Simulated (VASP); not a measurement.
A run of VASP 6.6.1:

INCAR

```
SYSTEM = As
PREC     = Accurate       ! precision mode
ENCUT    = 600            ! plane-wave cutoff, eV
EDIFF    = 1E-6           ! SCF threshold, eV
ISMEAR   = 0              ! smearing method
SIGMA    = 0.01           ! smearing width, eV
LREAL    = .FALSE.        ! projectors in reciprocal space
LASPH    = .TRUE.         ! aspherical terms in the spheres
NELM     = 100            ! most SCF steps
ALGO     = Normal         ! electronic algorithm
ISIF     = 3              ! what is computed and relaxed
LWAVE    = .FALSE.        ! write WAVECAR
LCHARG   = .FALSE.        ! write CHGCAR
GGA      = PE             ! functional
IVDW     = 12             ! dispersion correction
IBRION   = 2              ! ionic algorithm
NSW      = 100            ! ionic steps
EDIFFG   = -0.005         ! ionic threshold
```

File KPOINTS:

```
Automatic mesh
0
G
  10 10 8
  0 0 0
```

The input POSCAR:

```
As
1.0
    1.8250000000     -5.5000000000      0.0000000000
    1.8250000000      5.5000000000      0.0000000000
    0.0000000000      0.0000000000      4.4700000000
As
4
Direct
    0.1100000000      0.8900000000      0.9400000000
    0.6100000000      0.3900000000      0.5600000000
    0.8900000000      0.1100000000      0.0600000000
    0.3900000000      0.6100000000      0.4400000000
```

Potentials or basis: VASP PAW PBE potentials, release 64 (As).

The run is started by

```bash
$ cat potpaw_PBE.64/As/POTCAR > POTCAR
$ mpirun -np 1 vasp_std > vasp.out
```

Hardware: 1 thread of Intel(R) Xeon(R) Platinum 8488C (Sapphire Rapids), on a shared host.

Task: How long does it take, and how much memory?

Result: Wall time 22 min on 1 thread of Intel(R) Xeon(R) Platinum 8488C (Sapphire Rapids) (shared host), peak memory 0.45 GiB. Counts: scf iterations 113, k points 155, ion steps 24.
